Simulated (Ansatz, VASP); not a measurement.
One calculation of LaB6, two programs

```
La B
1.0
     4.09800    0.00000    0.00000
     0.00000    4.09800    0.00000
     0.00000    0.00000    4.09800
La B
1 6
Direct
  0.00000 0.00000 0.00000
  0.19993 0.50000 0.50000
  0.50000 0.19993 0.50000
  0.80007 0.50000 0.50000
  0.50000 0.80007 0.50000
  0.50000 0.50000 0.19993
  0.50000 0.50000 0.80007
```

Alike in both runs: functional LDA; k mesh 8 × 8 × 8; occupations gaussian, width 0.1 eV; no spin polarisation.

Ansatz relaxed the structure, and its values are those at the end. VASP's run is a single point on that final structure, the one shown.

|  | VASP | Ansatz |
| --- | --- | --- |
| version | VASP 6.6.1 | Ansatz 0.2.0 |
| potentials or method | VASP PAW LDA potentials, release 64 (La, B), cutoff 520 eV | scalar-relativistic, plane waves, PAW |
| valence electrons in the cell | 29 | 29 |

```tsv
	VASP	Ansatz	Ansatz less VASP
gap on the k mesh at the Fermi level (eV)	none	none	-
pressure (GPa)	0.2	0.0	-0.15
rms of the force components (eV/Å)	0.012	0.000	-0.0121
```

LDA's correlation is that of Perdew and Zunger in VASP and of Perdew and Wang (1992) in Ansatz. A gap of «none» marks a metal or a gap that the smearing closes.

Neither program's run includes spin-orbit coupling.
